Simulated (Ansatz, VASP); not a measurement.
TiSbSe4 in VASP and in Ansatz

```
CELL_PARAMETERS angstrom
3.29360 0.00000 0.00000
0.00000 3.29360 0.00000
0.00000 0.00000 13.74392
ATOMIC_POSITIONS crystal
Ti 0.00000 0.00000 0.00000
Sb 0.50000 0.50000 0.50000
Se 0.50000 0.50000 0.10879
Se 0.00000 0.00000 0.63373
Se 0.00000 0.00000 0.36627
Se 0.50000 0.50000 0.89121
```

Change from the starting cell: species swapped into the Hf4AgPd type (P4/mmm, No. 123).

Alike in both runs: functional PBE; k mesh 6 × 6 × 2; occupations gaussian, width 0.1 eV; collinear spin.

Ansatz relaxed the structure, and its values are those at the end. VASP's run is a single point on that final structure, the one shown.

|  | VASP | Ansatz |
| --- | --- | --- |
| version | VASP 6.6.1 | Ansatz 0.2.0 |
| potentials or method | VASP PAW PBE potentials, release 64 (Ti_sv, Sb, Se), cutoff 520 eV | scalar-relativistic, plane waves, PAW |
| valence electrons in the cell | 41 | 91 |

```csv
,VASP,Ansatz,Ansatz less VASP
gap on the k mesh at the Fermi level (eV),none,none,-
pressure (GPa),0.1,0.1,+0.02
rms of the force components (eV/Å),0.013,0.008,-0.0050
net moment per atom (μB),0.08,0.08,-0.001
size of the moment on the site where the two differ most (μB),0.42,0.42,-0.006
```

Site moments also hang on the region over which each program counts them. A gap of «none» marks a metal or a gap that the smearing closes. VASP's potentials hold 41 valence electrons a cell and Ansatz's 91, so a difference there can come from the potentials and not from the codes.

Neither program's run includes spin-orbit coupling.
